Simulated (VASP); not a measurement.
SbP, 2 atoms in the cell. The cell holds a sheet with vacuum, 2 atoms: a = 3.733 Å, b = 3.733 Å, c = 26.837 Å, α = 90.00°, β = 90.00°, γ = 120.00°. 

```yaml
Program: VASP 6.6.1
Task: single point
Functional: r2SCAN
Potentials_or_basis: VASP PAW PBE potentials, release 64 (Sb_d_GW, P)
Cutoff: 440 eV
k_mesh: 12 × 12 × 1
Occupations: gaussian, width 0.02 eV
Spin: no spin polarisation
Dipole_correction: yes
Further_INCAR_settings: ALGO = Normal; EDIFF = 1e-06; NBANDS = 17
```

Potentials or basis: VASP PAW PBE potentials, release 64 (Sb_d_GW, P).

Command:

```bash
$ cat potpaw_PBE.64/Sb_d_GW/POTCAR potpaw_PBE.64/P/POTCAR > POTCAR
$ cp INCAR.step1 INCAR
$ mpirun -np 1 vasp_std > vasp.out
$ cp INCAR.step2 INCAR
$ mpirun -np 1 vasp_std > vasp.out
```

Hardware: 1 thread of AMD EPYC 9R45 96-Core Processor (Zen 5) (shared host).

Task: How long does it take, and how much memory?

Result: Wall time 5.5 min on 1 thread of AMD EPYC 9R45 96-Core Processor (Zen 5) (shared host), peak memory 0.45 GiB. Counts: k points 19.
